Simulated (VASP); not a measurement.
Wanted: the native input for a VASP 6.6.1 run.

* Task: relaxation of cell and atoms
* Functional: PBE
* Potentials or basis: VASP PAW PBE potentials, release 64 (Cd)
* Cutoff: 600 eV
* k mesh: 18 × 18 × 18
* Occupations: fermi-dirac, width 0.08 eV
* Spin: no spin polarisation
* Target pressure: 210 GPa
* Dipole correction: no
* Further INCAR settings: ALGO = Normal; EDIFF = 1e-06; IBRION = 2; EDIFFG = -0.005; NSW = 32; ISIF = 3

The structure of Cd lies in POSCAR:

```
Cd
1.0
    0.0000000000      1.7851061994      1.7851061994
    1.7851061994      0.0000000000      1.7851061994
    1.7851061994      1.7851061994      0.0000000000
Cd
1
Direct
    0.0000000000      0.0000000000      0.0000000000
```

The input as run:

INCAR

```
SYSTEM = Cd
ALGO = Normal
EDIFF = 1E-6
EDIFFG = -0.005
ENCUT = 600
GGA = PE
IBRION = 2
ISIF = 3
ISMEAR = -1
LASPH = .True.
LCHARG = .False.
LREAL = .False.
LWAVE = .False.
NELM = 60
NSW = 32
PREC = Accurate
PSTRESS = 2100.0
SIGMA = 0.08
```

KPOINTS

```
k-points
0
Gamma
  18 18 18
  0 0 0
```

Potentials or basis: VASP PAW PBE potentials, release 64 (Cd).

The run is started by

```bash
$ cat potpaw_PBE.64/Cd/POTCAR > POTCAR
$ mpirun -np 1 vasp_std > vasp.out
```

Results of the run:

* Relaxed volume: 11.48 Å³/atom
* Relaxed cell: a = 2.532 Å, b = 2.532 Å, c = 2.532 Å, α = 60.00°, β = 60.00°, γ = 60.00°
* Space group after relaxing (to 0.05 Å): Fm-3m (No. 225)
* Energy change on relaxing (the enthalpy is what falls): -136.1 meV/atom
* Ionic steps: 4
* Pressure after relaxing: 210.0 GPa
* Band gap on the k mesh: zero (band 6 reaches 12.16 eV, above the bottom of band 7 at 10.51 eV)

Caveat: the cell is relaxed towards a set pressure, so the enthalpy falls and the energy may rise.

It took 42 s on 1 thread of Intel Xeon 6975P-C, on a shared host, peak memory 0.16 GiB.
